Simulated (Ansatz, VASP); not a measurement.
# Two plane-wave programs on GaP

File INCAR:

```
ALGO = Normal
EDIFF = 1E-6
ENCUT = 520
GGA = PS
ISIF = 2
ISMEAR = 0
LASPH = True
LCHARG = True
LELF = True
LREAL = False
LVHAR = True
LWAVE = False
NBANDS = 16
NELM = 60
PREC = Accurate
SIGMA = 0.05
```

KPOINTS

```
k-points
0
Gamma
  6 6 6
```

POSCAR

```
GaP
1.0
    0.0000000000      2.7598497568      2.7598497568
    2.7598497568      0.0000000000      2.7598497568
    2.7598497568      2.7598497568      0.0000000000
Ga P
1 1
Direct
    0.0000000000      0.0000000000      0.0000000000
    0.2500000000      0.2500000000      0.2500000000
```

Input for Ansatz:

```yaml
crystal:
  lattice:
    - [0.0, 2.7598497568, 2.7598497568]
    - [2.7598497568, 0.0, 2.7598497568]
    - [2.7598497568, 2.7598497568, 0.0]
  atoms:
    - { symbol: Ga, position: [0.0, 0.0, 0.0] }
    - { symbol: P, position: [0.25, 0.25, 0.25] }
basis:
  ecutwfc: 420
kpoints:
  mp_grid: { grid: [6, 6, 6] }
hamiltonian:
  xc: pbesol
scf:
  occupations: { method: gaussian, width: 0.05 }
output:
  forces: true
  stress: true
  eigenvalues: true
```

Alike in both runs: task single point; functional PBEsol; k mesh 6 × 6 × 6; occupations gaussian, width 0.05 eV; no spin polarisation.

```csv
,VASP,Ansatz
version,VASP 6.6.1,Ansatz 0.2.0
potentials or method,"VASP PAW PBE potentials, release 64 (Ga_d, P), cutoff 520 eV","scalar-relativistic, plane waves, PAW"
valence electrons in the cell,18,18
```

|  | VASP | Ansatz | Ansatz less VASP |
| --- | --- | --- | --- |
| gap on the k mesh at the Fermi level (eV) | 1.44 | 1.44 | -0.005 |
| least direct gap on the mesh (eV) | 1.44 | 1.44 | -0.005 |
| pressure (GPa) | -3.5 | -3.4 | +0.07 |

VASP's potentials were made for PBE, not for PBEsol. With one functional, cell and mesh, what is left measures potentials, basis and numerics.
